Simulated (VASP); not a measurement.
A run of VASP 6.6.1 is set up as follows.

INCAR

```
PREC     = Accurate       # precision mode
ENCUT    = 520            # plane-wave cutoff, eV
EDIFF    = 1E-6           # SCF threshold, eV
ISMEAR   = 0              # smearing method
SIGMA    = 0.15           # smearing width, eV
LREAL    = F              # projectors in reciprocal space
LASPH    = T              # aspherical terms in the spheres
NELM     = 60             # most SCF steps
ALGO     = Fast           # electronic algorithm
ISIF     = 2              # what is computed and relaxed
LWAVE    = F              # write WAVECAR
LCHARG   = F              # write CHGCAR
GGA      = PE             # functional
NBANDS   = 9              # bands
```

The input KPOINTS:

```
Automatic mesh
0
Gamma
  18 18 10
```

The input POSCAR:

```
Mg
1.0
    3.3376423938      0.0000000000      0.0000000000
   -1.6688211969      2.8904831018      0.0000000000
    0.0000000000      0.0000000000      4.7935036000
Mg
2
Direct
    0.3333333333      0.6666666667      0.2500000000
    0.6666666667      0.3333333333      0.7500000000
```

Potentials or basis: VASP PAW PBE potentials, release 64 (Mg).

Run with:

```sh
$ cat potpaw_PBE.64/Mg/POTCAR > POTCAR
$ mpirun -np 1 vasp_std > vasp.out
```

Q: Estimate the pressure.

A: 0.2 GPa.

Q: Estimate the band gap on the k mesh.

A: Zero (bands 2 and 3 overlap by 2.04 eV).

Stress tensor (GPa, compression positive):
```
-1.68  0.00  0.00
 0.00 -1.68  0.00
 0.00  0.00  3.88
```

Caveat: the cell differs from its parent crystal (strain +0.040 along x and y, -0.080 along z); the stress differs along the axes, from -2 to 4 GPa.
